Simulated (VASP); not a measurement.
Wanted: the native input for a VASP 6.6.1 run.

| Quantity | Value |
| --- | --- |
| Task | single point |
| Functional | PBEsol |
| Potentials or basis | VASP PAW PBE potentials, release 64 (W_sv, S) |
| Cutoff | 520 eV |
| k mesh | 10 × 10 × 10 |
| Occupations | fermi-dirac, width 0.05 eV |
| Spin | no spin polarisation |
| Dipole correction | no |
| Further INCAR settings | ALGO = Normal; EDIFF = 1e-06; NBANDS = 20 |

The structure of WS2 (Tungstenite) lies in POSCAR:

```
WS2
1.0
    1.5894572584      0.9176735760      6.2041512999
   -1.5894572584      0.9176735760      6.2041512999
    0.0000000000     -1.8353471520      6.2041512999
W S
1 2
Direct
    0.0000000000      0.0000000000      0.0000000000
    0.5810000000      0.5810000000      0.5810000000
    0.7503000000      0.7503000000      0.7503000000
```

This cell differs from its parent crystal: volume scaled by 1.02.

The input as run:

INCAR

```
SYSTEM = WS2
PREC = Accurate
ENCUT = 520
EDIFF = 1E-6
ISMEAR = -1
SIGMA = 0.05
LREAL = .False.
LASPH = .True.
NELM = 100
ALGO = Normal
ISIF = 2
LWAVE = .False.
LCHARG = .False.
GGA = PS
NBANDS = 20
```

KPOINTS

```
Automatic mesh
0
Gamma
  10 10 10
  0 0 0
```

Potentials or basis: VASP PAW PBE potentials, release 64 (W_sv, S).

Run with:

```console
$ cat potpaw_PBE.64/W_sv/POTCAR potpaw_PBE.64/S/POTCAR > POTCAR
$ mpirun -np 1 vasp_std > vasp.out
```

It gave:

```yaml
Pressure: -3.7 GPa
Largest_force: 0.678 eV/Å
Band_gap_on_the_k_mesh: 1.05 eV, indirect (least direct gap 2.18 eV)
```

Caveat: the PAW data sets were made with another functional, which shifts forces and pressure a little; spin-orbit coupling is left out, which moves the levels of the heavy elements.

It took 4 min on 1 thread of Intel(R) Xeon(R) Platinum 8259CL CPU @ 2.50GHz (Skylake/Cascade Lake), on a shared host, peak memory 0.38 GiB.
